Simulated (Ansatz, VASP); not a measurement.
**Nb: VASP beside Ansatz**

```
Nb
1.0
     0.00000    2.11500    2.11500
     2.11500    0.00000    2.11500
     2.11500    2.11500    0.00000
Nb
1
Cartesian
  0.0000 0.0000 0.0000
```

Alike in both runs: task relaxation of cell and atoms; functional PBE; k mesh 11 × 11 × 11; occupations fermi-dirac, width 0.05 eV; no spin polarisation.

```csv
,VASP,Ansatz
version,VASP 6.6.1,Ansatz 0.2.0
potentials or method,"VASP PAW PBE potentials, release 64 (Nb_sv)",Ansatz PAW
plane-wave cutoff (eV),600,420
valence electrons in the cell,13,13
```

Ansatz gave:

- gap on the k mesh at the Fermi level, each at its own relaxed structure (eV): none
- relaxed volume (Å³/atom): 18.71
- relaxed cell length with the largest relative difference (Å): 2.980

Question: Which values does VASP return?

Answer: gap on the k mesh at the Fermi level, each at its own relaxed structure (eV): none; relaxed volume (Å³/atom): 18.67; relaxed cell length with the largest relative difference (Å): 2.978.

A gap of «none» marks a metal or a gap that the smearing closes.

Noted on Ansatz's run: the plane-wave basis is chosen anew once the cell has moved, so the energies of steps on either side of that aren't comparable.
